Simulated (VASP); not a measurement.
Runs of VASP 6.6.1 on Ta2Tl. The structure is that of space group P6/mmm (No. 191), or close to it. The cells are those of the table. 

```tsv
task	cell	k mesh	cutoff (eV)	gap on the mesh (eV)	pressure (GPa)	relaxed volume (Å³/atom)
single point	a = 4.849, b = 4.849, c = 2.956 Å, angles 90.0, 90.0, 120.0°, 3 atoms	6 × 6 × 4	520	none	0.2	-
single point	a = 4.887, b = 4.887, c = 2.904 Å, angles 90.0, 90.0, 120.0°, 3 atoms	6 × 6 × 6	520	none	0.1	-
single point	a = 3.971, b = 3.971, c = 4.288 Å, angles 90.0, 90.0, 120.0°, 3 atoms	6 × 6 × 4	520	none	35.9	-
relaxation of cell and atoms	relaxed from a = 3.971, b = 3.971, c = 4.288 Å, angles 90.0, 90.0, 120.0°, 3 atoms	6 × 6 × 4	600	none	0.1	(a)
relaxation of cell and atoms	relaxed from a = 4.849, b = 4.849, c = 2.956 Å, angles 90.0, 90.0, 120.0°, 3 atoms	6 × 6 × 6	600	none	0.0	20.05
```

Alike in all rows: level PBE; potentials or basis VASP PAW PBE potentials, release 64 (Ta_pv, Tl_d); no spin polarisation; smearing gaussian 0.1 eV.

Q: Estimate the missing entries.

A: (a) 20.08.

Caveats: some runs use coarse meshes; spin-orbit coupling is left out, which moves the levels of the heavy elements.

A k mesh can miss the band edges, and the runs leave out spin-orbit coupling on Ta, Tl.

A gap of «none» marks levels without a gap at the run's occupations.
